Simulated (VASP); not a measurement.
Set up this calculation in VASP 6.6.1, as the native input.

```yaml
Task: single point
Functional: LDA
Potentials_or_basis: VASP PAW LDA potentials, release 64 (Al, Ir_sv_GW)
Cutoff: 560 eV
k_mesh: 11 × 11 × 11
Occupations: fermi-dirac, width 0.03 eV
Spin: collinear spin
Starting_moments: "[0.0, 0.9] μB"
Fixed_moment: 0.9 μB
Dipole_correction: no
Further_INCAR_settings: ALGO = Normal; EDIFF = 1e-06; NBANDS = 21
```

The structure of AlIr lies in POSCAR:

```
AlIr
1.0
    2.9945548500      0.0000000000      0.0000000000
    0.0000000000      2.9945548500      0.0000000000
    0.0000000000      0.0000000000      2.9945548500
Al Ir
1 1
Direct
    0.0000000000      0.0000000000      0.0000000000
    0.5000000000      0.5000000000      0.5000000000
```

One way to write it, as run:

INCAR

```
PREC = Accurate
ENCUT = 560
EDIFF = 1E-6
ISMEAR = -1
SIGMA = 0.03
LREAL = False
LASPH = True
NELM = 200
ALGO = Normal
ISIF = 2
LWAVE = False
LCHARG = False
ISPIN = 2
MAGMOM = 0 0.9
LORBIT = 11
NUPDOWN = 0.9
LMAXMIX = 4
GGA = CA
NBANDS = 21
GGA_COMPAT = False
```

KPOINTS

```
regular mesh
0
Gamma
  11 11 11
```

Potentials or basis: VASP PAW LDA potentials, release 64 (Al, Ir_sv_GW).

Launch:

```console
$ cat potpaw_LDA.64/Al/POTCAR potpaw_LDA.64/Ir_sv_GW/POTCAR > POTCAR
$ mpirun -np 1 vasp_std > vasp.out
```

It gave:

```yaml
Pressure: 1.2 GPa
Net_moment: 0.90 μB per cell
Site_moments: Al +0.02; Ir +0.82 μB
Valence_electrons_inside_the_program's_atomic_spheres: Al 0.80; Ir 16.50
```

Caveat: the total moment is fixed, so each spin has its own Fermi level and the state may be an excited one.

Run time: 16 s on 1 thread of Intel(R) Xeon(R) 6975P-C (Granite Rapids) (shared host), peak memory 0.17 GiB.
